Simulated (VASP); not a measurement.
Wanted: the native input for a VASP 6.6.1 run.

```
Task                   : single point
Functional             : PBEsol
Potentials or basis    : VASP PAW PBE potentials, release 64 (Pb_d, S)
Cutoff                 : 520 eV
k mesh                 : 8 × 8 × 7
Occupations            : fermi-dirac, width 0.05 eV
Spin                   : no spin polarisation
Dipole correction      : no
Further INCAR settings : ALGO = Normal; EDIFF = 1e-06; NBANDS = 17
```

The structure of PbS lies in POSCAR:

```
PbS
1.0
    4.1167825667      0.0000000000      0.0000000000
   -2.0583912833      3.5652382846      0.0000000000
    0.0000000000      0.0000000000      3.8132549298
Pb S
1 1
Direct
    0.0000000000      0.0000000000      0.0000000000
    0.6666666667      0.3333333333      0.5000000000
```

This cell differs from its parent crystal: volume scaled by 1.02.

These files were run (other wordings do the same):

INCAR

```
PREC     = Accurate       # precision mode
ENCUT    = 520            # plane-wave cutoff, eV
EDIFF    = 1E-6           # SCF threshold, eV
ISMEAR   = -1             # smearing method
SIGMA    = 0.05           # smearing width, eV
LREAL    = False          # projectors in reciprocal space
LASPH    = True           # aspherical terms in the spheres
NELM     = 100            # most SCF steps
ALGO     = Normal         # electronic algorithm
ISIF     = 2              # what is computed and relaxed
LWAVE    = False          # write WAVECAR
LCHARG   = True           # write CHGCAR
GGA      = PS             # functional
LELF     = True           # ELF
LVHAR    = True         
NBANDS   = 17             # bands
```

KPOINTS

```
regular mesh
0
Gamma
  8 8 7
```

Potentials or basis: VASP PAW PBE potentials, release 64 (Pb_d, S).

Run with:

```console
$ cat potpaw_PBE.64/Pb_d/POTCAR potpaw_PBE.64/S/POTCAR > POTCAR
$ mpirun -np 1 vasp_std > vasp.out
```

It gave:

```
Pressure               : -3.7 GPa
Band gap on the k mesh : 0.21 eV, indirect (least direct gap 1.58 eV)
```

Caveat: the PAW data sets were made with another functional, which shifts forces and pressure a little; spin-orbit coupling is left out, which moves the levels of the heavy elements.

Run time: 13 s on 1 thread of Intel(R) Xeon(R) 6975P-C (Granite Rapids), on a shared host, peak memory 0.19 GiB.
